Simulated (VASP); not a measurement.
A run of VASP 6.6.1 is set up as follows.

INCAR

```
SYSTEM = InP
PREC = Accurate ; ENCUT = 520
EDIFF = 1E-6 ; ISMEAR = 0
SIGMA = 0.1 ; LREAL = .FALSE.
LASPH = .TRUE. ; NELM = 80
ALGO = Normal ; ISIF = 2
LWAVE = .FALSE. ; LCHARG = .TRUE.
GGA = PE ; LELF = .TRUE.
LVHAR = .TRUE. ; NBANDS = 36
```

File KPOINTS:

```
regular mesh
0
G
  8 8 8
  0 0 0
```

The input POSCAR:

```
InP
1.0
    5.3498078361      0.0000000000      0.0000000000
    0.0000000000      5.3498078361      0.0000000000
    0.0000000000      0.0000000000      5.3498078361
In P
3 3
Direct
    0.5000000000      0.0000000000      0.0000000000
    0.0000000000      0.5000000000      0.0000000000
    0.0000000000      0.0000000000      0.5000000000
    0.0000000000      0.5000000000      0.5000000000
    0.5000000000      0.0000000000      0.5000000000
    0.5000000000      0.5000000000      0.0000000000
```

Potentials or basis: VASP PAW PBE potentials, release 64 (In_d, P).

Run with:

```bash
$ cat potpaw_PBE.64/In_d/POTCAR potpaw_PBE.64/P/POTCAR > POTCAR
$ mpirun -np 1 vasp_std > vasp.out
```

(1) Estimate the band gap on the k mesh.

(2) What does it give for the pressure?

## Answers

(1) zero (band 27 reaches 6.18 eV, above the bottom of band 28 at 4.95 eV).

(2) -0.1 GPa.

Caveat: spin-orbit coupling is left out, which moves the levels of the heavy elements.
